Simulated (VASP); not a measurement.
Sn2PbO3:

```
Sn Pb O
1.0
     3.86000    0.00000    0.00000
     0.00000    3.86000    0.00000
     0.00000    0.00000   14.60000
Sn Pb O
4 2 6
Direct
  0.50000 0.00000 0.58800
  0.00000 0.50000 0.74600
  0.00000 0.50000 0.41200
  0.50000 0.00000 0.25400
  0.50000 0.00000 0.92100
  0.00000 0.50000 0.07900
  0.50000 0.50000 0.66670
  0.00000 0.00000 0.66670
  0.50000 0.50000 0.00000
  0.00000 0.00000 0.00000
  0.00000 0.00000 0.33330
  0.50000 0.50000 0.33330
```

- Program: VASP 6.6.1
- Task: relaxation of cell and atoms
- Functional: PBE
- Potentials or basis: VASP PAW PBE potentials, release 64 (Sn_d, Pb_d, O)
- Cutoff: 600 eV
- k mesh: 3 × 3 × 1
- Occupations: gaussian, width 0.15 eV
- Spin: no spin polarisation

At the start: pressure 5.5 GPa; volume 18.13 Å³/atom.

**Question.** Where does the relaxation end?

**Answer.** Over 14 steps the energy falls by 27.9 meV/atom and the volume is 19.90 Å³/atom (+9.8 %); space group P4/nmm (No. 129, to 0.1 Å) before and after.

The path:
```tsv
step	energy change (eV)	largest force (eV/Å)	pressure (GPa)	volume (Å³)
1	0.0000	1.8676	5.46	217.53
2	-0.0967	1.0245	-3.96	237.58
3	-0.2653	0.5948	-0.24	228.27
4	-0.2995	0.2250	0.09	228.65
5	-0.3029	0.1433	0.24	228.81
6	-0.3080	0.1194	0.16	229.79
7	-0.3186	0.0881	-0.06	232.72
8	-0.3201	0.1781	-0.41	238.64
9	-0.3224	0.1332	-0.27	236.14
10	-0.3264	0.1137	-0.15	236.47
11	-0.3311	0.1407	0.24	237.44
12	-0.3339	0.0809	-0.04	238.65
13	-0.3340	0.0804	-0.09	238.89
14	-0.3349	0.0316	-0.03	238.75
```

Final structure:
```
Sn Pb O
1.0
     3.92798    0.00000    0.00000
     0.00000    3.92798    0.00000
     0.00000    0.00000   15.47395
Sn Pb O
4 2 6
Cartesian
  1.9640 0.0000 9.1313
  0.0000 1.9640 11.4222
  0.0000 1.9640 6.3426
  1.9640 0.0000 4.0518
  1.9640 0.0000 14.2358
  0.0000 1.9640 1.2382
  1.9640 1.9640 10.2796
  0.0000 0.0000 10.2796
  1.9640 1.9640 15.4739
  3.9280 0.0000 15.4739
  0.0000 0.0000 5.1944
  1.9640 1.9640 5.1944
```

Caveat: the k points lie up to 0.53 Å⁻¹ apart in the final cell.
